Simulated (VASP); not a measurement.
# P (I4_1/amd) in VASP: further runs

Runs on P. Level: PBE. Tasks: single point.

Everything below comes from runs of VASP 6.6.1. Logs are shortened: lines on timing, memory, paths and dates and some standing lists are left out, and cuts for length are marked.

## Step 1: The cell of the first run

The structure is tetragonal, space group I4_1/amd (No. 141). The conventional cell has a = 3.654 Å, b = 3.654 Å, c = 1.936 Å, α = 90.00°, β = 90.00°, γ = 90.00°. Within 2.5 Å of P (site symmetry -4m2) lie 10 P at 1.89 to 2.33 Å.

## Step 2: Single point, PBE

File INCAR:

```
  ALGO = Normal
  EDIFF = 1E-6
  ENCUT = 520
  GGA = PE
  ISIF = 2
  ISMEAR = -1
  LASPH = T
  LCHARG = F
  LREAL = F
  LWAVE = F
  NBANDS = 12
  NELM = 60
  PREC = Accurate
  SIGMA = 0.08
```

File KPOINTS:

```
k-points
0
Gamma
  22 22 22
```

File POSCAR:

```
P
1.0
   -1.8272476093      1.8272476093      0.9680744742
    1.8272476093     -1.8272476093      0.9680744742
    1.8272476093      1.8272476093     -0.9680744742
P
2
Direct
   -0.3750000000     -0.1250000000     -0.2500000000
    0.3750000000      0.1250000000      0.2500000000
```

Potentials or basis: VASP PAW PBE potentials, release 64 (P).

On the command line:

```bash
> cat potpaw_PBE.64/P/POTCAR > POTCAR
> mpirun -np 1 vasp_std > vasp.out
```

OUTCAR:

```text
EDIFF = 1E-6
   ENCUT = 520
   GGA = PE
   ISIF = 2
   ISMEAR = -1
   LASPH = T
   LREAL = F
   NELM = 60
   PREC = Accurate

 ion  position               nearest neighbor table
   1  0.625  0.875  0.750-   2 1.89   2 1.89   2 1.89   2 1.89   2 2.33   2 2.33   2 2.33   2 2.33

   2  0.375  0.125  0.250-   1 1.89   1 1.89   1 1.89   1 1.89   1 2.33   1 2.33   1 2.33   1 2.33

  LATTYP: Found a body centered tetragonal cell.
 ALAT       =     3.6544952186
 C/A-ratio  =     0.5297992835

  Lattice vectors:

 A1 = (  -1.8272476093,   1.8272476093,   0.9680744742)
 A2 = (   1.8272476093,  -1.8272476093,   0.9680744742)
 A3 = (   1.8272476093,   1.8272476093,  -0.9680744742)

Analysis of symmetry for initial positions (statically):
=====================================================================
 Subroutine PRICEL returns:
 Original cell was already a primitive cell.

 Routine SETGRP: Setting up the symmetry group for a
 body centered tetragonal supercell.

 Subroutine GETGRP returns: Found 16 space group operations
 (whereof  4 operations were pure point group operations)
 out of a pool of 16 trial point group operations.

The static configuration has the point symmetry C_2h.
 The point group associated with its full space group is D_4h.

Analysis of symmetry for dynamics (positions and initial velocities):
=====================================================================
 Subroutine PRICEL returns:
 Original cell was already a primitive cell.

 Routine SETGRP: Setting up the symmetry group for a
 body centered tetragonal supercell.

 Subroutine GETGRP returns: Found 16 space group operations
 (whereof  4 operations were pure point group operations)
 out of a pool of 16 trial point group operations.

The dynamic configuration has the point symmetry C_2h.
 The point group associated with its full space group is D_4h.

 Subroutine INISYM returns: Found 16 space group operations
 (whereof  4 operations are pure point group operations),
 and found     1 'primitive' translations

----------------------------------------------------------------------------------------

                                     Primitive cell

  volume of cell :      12.9290

  direct lattice vectors                    reciprocal lattice vectors
    -1.827247609  1.827247609  0.968074474     0.000000000  0.273635602  0.516489189
     1.827247609 -1.827247609  0.968074474     0.273635602  0.000000000  0.516489189
     1.827247609  1.827247609 -0.968074474     0.273635602  0.273635602  0.000000000

  length of vectors
     2.759499201  2.759499201  2.759499201     0.584497669  0.584497669  0.386979180

  position of ions in fractional coordinates (direct lattice)
     0.625000000  0.875000000  0.750000000
     0.375000000  0.125000000  0.250000000

  ion indices of the primitive-cell ions
   primitive index   ion index
                 1           1
                 2           2

----------------------------------------------------------------------------------------

 KPOINTS: k-points

Automatic generation of k-mesh.
 Grid dimensions read from file:
 generate k-points for:   22   22   22

 Generating k-lattice:

  Cartesian coordinates                     Fractional coordinates (reciprocal lattice)
     0.000000000  0.012437982  0.023476781     0.045454545  0.000000000  0.000000000
     0.012437982  0.000000000  0.023476781     0.000000000  0.045454545  0.000000000
     0.012437982  0.012437982  0.000000000     0.000000000  0.000000000  0.045454545

  Length of vectors
     0.026568076  0.026568076  0.017589963

  Shift w.r.t. Gamma in fractional coordinates (k-lattice)
     0.000000000  0.000000000  0.000000000

 Subroutine IBZKPT returns following result:
 ===========================================

 Found    834 irreducible k-points:

 Following reciprocal coordinates:
            Coordinates               Weight
  0.000000  0.000000  0.000000      1.000000
  0.045455  0.000000 -0.000000      8.000000
  0.090909  0.000000 -0.000000      8.000000
  0.136364 -0.000000  0.000000      8.000000
  0.181818  0.000000 -0.000000      8.000000
  0.227273  0.000000 -0.000000      8.000000
[... 16 lines left out ...]
  0.500000  0.045455 -0.000000     16.000000
 -0.454545  0.045455  0.000000     16.000000
 [... further k-points ...]
   k-points           NKPTS =    834   k-points in BZ     NKDIM =    834   number of bands    NBANDS=     12
   number of dos      NEDOS =    301   number of ions     NIONS =      2
   total plane-waves  NPLWV =  13824
   dimension x,y,z NGX =    24 NGY =   24 NGZ =   24
   dimension x,y,z NGXF=    48 NGYF=   48 NGZF=   48
   ions per type =               2
   NGX,Y,Z   is equivalent  to a cutoff of  14.46, 14.46, 14.46 a.u.
   NGXF,Y,Z  is equivalent  to a cutoff of  28.92, 28.92, 28.92 a.u.
 SYSTEM =  unknown system
   PREC   = accura    normal or accurate (medium, high low for compatibility)
   ISTART =      0    job   : 0-new  1-cont  2-samecut
   ICHARG =      2    charge: 1-file 2-atom 10-const
   ISPIN  =      1    spin polarized calculation?
   LNONCOLLINEAR =      F non collinear calculations
   LSORBIT =      F    spin-orbit coupling
   LASPH  =      T    aspherical Exc in radial PAW
   ENCUT  =  520.0 eV  38.22 Ry    6.18 a.u.   5.13  5.13  5.13*2*pi/ulx,y,z
   NELM   =     60;   NELMIN=  2; NELMDL= -5     # of ELM steps
   EDIFF  = 0.1E-05   stopping-criterion for ELM
   LREAL  =      F    real-space projection
   EDIFFG = 0.1E-04   stopping-criterion for IOM
   NSW    =      0    number of steps for IOM
   IBRION =     -1    ionic relax: 0-MD 1-quasi-New 2-CG
   NFREE  =      0    steps in history (QN), initial steepest desc. (CG)
   ISIF   =      2    stress and relaxation
   ISYM   =      2    0-nonsym 1-usesym 2-fastsym
   POTIM  = 0.5000    time-step for ionic-motion
   TEBEG  =    0.0;   TEEND  =   0.0 temperature during run
   PSTRESS=    0.0 pullay stress
   NELECT =      10.0000    total number of electrons
   NUPDOWN=      -1.0000    fix difference up-down
   EMIN   =  10.00;   EMAX   =-10.00  energy-range for DOS
   EFERMI =   0.00;   METHOD = LEGACY
   ISMEAR =    -1;   SIGMA  =   0.08  broadening in eV -4-tet -1-fermi 0-gaus
   EFERMI_NEDOS =   21; number of points for ismear=-14 and -15
   IALGO  =     38    algorithm
   IMIX   =      4    mixing-type and parameters
     AMIX     =   0.40;   BMIX     =  1.00
     AMIX_MAG =   1.60;   BMIX_MAG =  1.00
  volume/ion in A,a.u.               =       6.46        43.62
  Fermi-wavevector in a.u.,A,eV,Ry     =   1.502751  2.839787 30.725493  2.258260
  Thomas-Fermi vector in A             =   2.613951
   LORBIT       =      0    0 simple, 1 ext, 2 COOP (PROOUT), +10 PAW based schemes
   GGA     = PE    functional components
   LHFCALC =     F    Hartree Fock is set to
   AEXX    =    0.0000 exact exchange contribution
   IVDW    =     0    specifies the selected vdW correction
   LEPSILON=     F    determine dielectric tensor
   LRPA    =     F    only Hartree local field effects (RPA)
 non-spin polarized calculation
  energy-cutoff  :      520.00
  volume of cell :       12.93
 maximum number of plane-waves:       364
 NGX is ok and might be reduce to    24
   NGX = 11   NGY = 11   NGZ = 11

 number of electron      10.0000001 magnetization

 Free energy of the ion-electron system (eV)
  ---------------------------------------------------
  ext. energy  EPLUGINS =         0.00000000
  ---------------------------------------------------
  free energy    TOTEN  =         0.77206534 eV

  energy without entropy =        0.78419014  energy(sigma->0) =        0.77812774

 E-fermi :  25.0044     XC(G=0): -15.2278

 val. band max:       25.0018647752   @ k =  -0.1364   0.1818   0.0455
 cond. band min:      25.0061078337   @ k =  -0.0909  -0.1818   0.0455
 fundamental gap:      0.0042430584
 Fermi energy:        25.0043876373

 k-point     1 :       0.0000    0.0000    0.0000
  band No.  band energies     occupation
      1      -2.1087      2.00000
      2      16.3138      2.00000
      3      16.3138      2.00000
      4      19.8769      2.00000
      5      20.1962      2.00000
      6      31.6481      0.00000
      7      35.3228      0.00000
      8      38.0208      0.00000
      9      38.0208      0.00000
     10      42.0968      0.00000
     11      43.1539      0.00000
     12      44.2331      0.00000

 k-point     2 :       0.0455    0.0000   -0.0000
  band No.  band energies     occupation
      1      -2.0088      2.00000
      2      16.1815      2.00000
      3      16.2227      2.00000
      4      20.1974      2.00000
      5      20.4174      2.00000
      6      31.4864      0.00000
      7      34.6451      0.00000
      8      37.9934      0.00000
      9      38.1859      0.00000
     10      41.0746      0.00000
     11      41.3245      0.00000
     12      42.4312      0.00000

 k-point     3 :       0.0909    0.0000   -0.0000
  band No.  band energies     occupation
      1      -1.7094      2.00000
      2      15.9017      2.00000
      3      16.0172      2.00000
      4      20.9970      2.00000
      5      21.0412      2.00000
      6      31.0182      0.00000
      7      33.1322      0.00000
      8      37.2913      0.00000
      9      37.3670      0.00000
     10      38.9824      0.00000
     11      39.2752      0.00000
     12      41.4503      0.00000

 k-point     4 :       0.1364   -0.0000    0.0000
  band No.  band energies     occupation
      1      -1.2116      2.00000
      2      15.6417      2.00000
      3      15.8123      2.00000
      4      21.7566      2.00000
      5      22.2372      2.00000
      6      30.2575      0.00000
      7      31.1480      0.00000
      8      34.9775      0.00000
      9      35.3725      0.00000
     10      37.8109      0.00000
     11      39.1661      0.00000
     12      41.2209      0.00000

 k-point     5 :       0.1818    0.0000   -0.0000
  band No.  band energies     occupation
      1      -0.5173      2.00000
      2      15.4900      2.00000
      3      15.6846      2.00000
      4      22.4451      2.00000
      5      23.6855      2.00000
      6      28.5011      0.00000
      7      29.7583      0.00000
      8      32.4741      0.00000
      9      33.7694      0.00000
     10      36.5110      0.00000
     11      39.5987      0.00000
     12      41.6129      0.00000
[... 228 lines left out ...]
      1       7.1733      2.00000
      2      12.2551      2.00000
      3      17.3765      2.00000
      4      18.2752      2.00000
      5      20.6716      2.00000
      6      21.5714      2.00000
      7      28.6478      0.00000
      8      30.6028      0.00000
      9      35.1531      0.00000
     10      36.8527      0.00000
     11      42.9327      0.00000
     12      45.0302      0.00000

 k-point    22 :       0.4545    0.0455   -0.0000
  band No.  band energies     occupation
      1       8.8910      2.00000
      2      10.3253      2.00000
      3      17.3841      2.00000
      4      18.1673      2.00000
      5      20.5379      2.00000
      6      21.3147      2.00000
      7      28.4334      0.00000
      8      30.7518      0.00000
      9      36.7856      0.00000
     10      38.4759      0.00000
     11      41.8159      0.00000
     12      43.7040      0.00000

 k-point    23 :       0.5000    0.0455   -0.0000
  band No.  band energies     occupation
      1       7.9693      2.00000
      2      11.3195      2.00000
      3      16.6966      2.00000
      4      17.9538      2.00000
      5      20.8692      2.00000
      6      22.0062      2.00000
      7      28.3660      0.00000
      8      30.9913      0.00000
      9      36.7333      0.00000
     10      38.4112      0.00000
     11      41.8599      0.00000
     12      43.7756      0.00000

 k-point    24 :      -0.4545    0.0455    0.0000
  band No.  band energies     occupation
      1       6.1866      2.00000
      2      13.4201      2.00000
      3      15.9897      2.00000
      4      17.4509      2.00000
      5      21.7529      2.00000
      6      23.0918      2.00000
      7      28.4457      0.00000
      8      31.3098      0.00000
      9      35.1058      0.00000
     10      36.8270      0.00000
     11      42.7196      0.00000
     12      44.9427      0.00000

 [... further k-points ...]
[... 5 lines left out ...]
  --------------------------------------------------------------------------------------
  -------------------------------------------------------------------------------------
  Total       35.7632810     35.7632810     35.7496338      0.0000000      0.0000000      0.0000000
  in kB     4431.8430531   4431.8430531   4430.1518791      0.0000000      0.0000000      0.0000000
  external PRESSURE =    4431.2793284 kB  Pullay stress =       0.0000000 kB

 VOLUME and BASIS-vectors are now :
 -----------------------------------------------------------------------------
  energy-cutoff  :      520.00
  volume of cell :       12.93
      direct lattice vectors                 reciprocal lattice vectors
    -1.827247609  1.827247609  0.968074474     0.000000000  0.273635602  0.516489189
     1.827247609 -1.827247609  0.968074474     0.273635602  0.000000000  0.516489189
     1.827247609  1.827247609 -0.968074474     0.273635602  0.273635602  0.000000000

 POSITION                                       TOTAL-FORCE (eV/Angst)
 -----------------------------------------------------------------------------------
      1.82725      0.91362      0.72606         0.000000     -0.000000     -0.000000
      0.00000      0.91362      0.24202        -0.000000      0.000000      0.000000
 -----------------------------------------------------------------------------------
    total drift:                                0.000000      0.000000      0.000000

  FREE ENERGIE OF THE ION-ELECTRON SYSTEM (eV)
  ---------------------------------------------------
  free  energy   TOTEN  =         0.7720653389 eV

  energy  without entropy=        0.7841901367  energy(sigma->0) =        0.77812774
```

Run time: 98 s. Hardware: 1 thread of Intel Xeon Platinum 8488C (Sapphire Rapids), shared host; peak memory 0.22 GiB.

Results:

| Item | Value |
| --- | --- |
| Free energy | 0.7721 eV |
| Pressure | 443.1 GPa |
| Band gap on the k mesh | zero (band 5 reaches 32.04 eV, above the bottom of band 6 at 21.04 eV) |

Levels at points of the mesh, in eV from the Fermi level:
```csv
k point,band 3,band 4,band 5,band 6,band 7,band 8
"(0.00, 0.00, 0.00)",-8.69,-5.13,-4.81,6.64,10.32,13.02
"(0.50, 0.00, 0.00)",-7.29,-6.66,-4.79,-3.96,4.39,4.73
"(0.50, 0.50, 0.00)",-4.23,-4.23,-0.18,-0.18,11.71,11.71
"(0.50, 0.50, 0.50)",-16.66,-16.66,7.03,7.03,20.06,20.06
```

## Step 3: Single point, PBE

File INCAR:

```
ALGO = Normal
EDIFF = 1E-6
ENCUT = 520
GGA = PE
ISIF = 2
ISMEAR = -1
LASPH = T
LCHARG = T
LELF = T
LREAL = F
LVHAR = T
LWAVE = F
NBANDS = 12
NELM = 100
PREC = Accurate
SIGMA = 0.08
```

KPOINTS is that of step 2.

File POSCAR:

```
P
1.0
   -1.8268774376      1.8268774376      0.9680201033
    1.8268774376     -1.8268774376      0.9680201033
    1.8268774376      1.8268774376     -0.9680201033
P
2
Direct
   -0.3750000000     -0.1250000000     -0.2500000000
    0.3750000000      0.1250000000      0.2500000000
```

Potentials or basis: VASP PAW PBE potentials, release 64 (P).

On the command line:

```bash
> cat potpaw_PBE.64/P/POTCAR > POTCAR
> mpirun -np 1 vasp_std > vasp.out
```

It took 99 s on 1 thread of Intel Xeon Platinum 8488C (Sapphire Rapids), shared host; peak memory 0.21 GiB.

Results (log left out):

- Free energy: 0.7886 eV
- Pressure: 443.8 GPa
- Band gap on the k mesh: zero (band 5 reaches 32.05 eV, above the bottom of band 6 at 21.05 eV)

Stress tensor (GPa, compression positive):
```
443.99   0.00   0.00
  0.00 443.99   0.00
  0.00   0.00 443.56
```

Levels at points of the mesh, in eV from the Fermi level:
| k point | band 2 | band 3 | band 4 | band 5 | band 6 | band 7 | band 8 | band 9 |
| --- | --- | --- | --- | --- | --- | --- | --- | --- |
| (0.00, 0.00, 0.00) | -8.69 | -8.69 | -5.13 | -4.80 | 6.65 | 10.32 | 13.03 | 13.03 |
| (0.50, 0.00, 0.00) | -14.88 | -7.29 | -6.67 | -4.80 | -3.96 | 4.39 | 4.73 | 12.64 |
| (0.50, 0.50, 0.00) | -21.90 | -4.22 | -4.22 | -0.17 | -0.17 | 11.71 | 11.71 | 14.13 |
| (0.50, 0.50, 0.50) | -17.01 | -16.67 | -16.67 | 7.03 | 7.03 | 20.07 | 20.07 | 20.10 |
